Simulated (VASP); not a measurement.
A run of VASP 6.6.1:

File INCAR:

```
  PREC = Accurate
  ENCUT = 520
  EDIFF = 1E-6
  ISMEAR = 0
  SIGMA = 0.05
  LREAL = False
  LASPH = True
  NELM = 80
  ALGO = Normal
  ISIF = 2
  LWAVE = False
  LCHARG = False
  GGA = PE
  IVDW = 12
  NBANDS = 17
```

Contents of KPOINTS:

```
regular mesh
0
Gamma
  10 10 10
```

Contents of POSCAR:

```
SnSe
1.0
    0.0000000000      2.9439373071      3.0784319049
    2.9439373071      0.0000000000      3.0784319049
    2.9439373071      2.9439373071      0.0000000000
Sn Se
1 1
Direct
    0.0000000000      0.0000000000      0.0000000000
    0.5000000000      0.5000000000      0.5000000000
```

Potentials or basis: VASP PAW PBE potentials, release 64 (Sn_d, Se).

Run with:

```sh
$ cat potpaw_PBE.64/Sn_d/POTCAR potpaw_PBE.64/Se/POTCAR > POTCAR
$ mpirun -np 1 vasp_std > vasp.out
```

Hardware: 1 thread of Intel(R) Xeon(R) 6975P-C (Granite Rapids), with other jobs on the host.

Problem. Estimate the wall time of this run.

Solution. It took 23 s on 1 thread of Intel(R) Xeon(R) 6975P-C (Granite Rapids), with other jobs on the host, peak memory 0.25 GiB. Counts: scf iterations 12, k points 102.
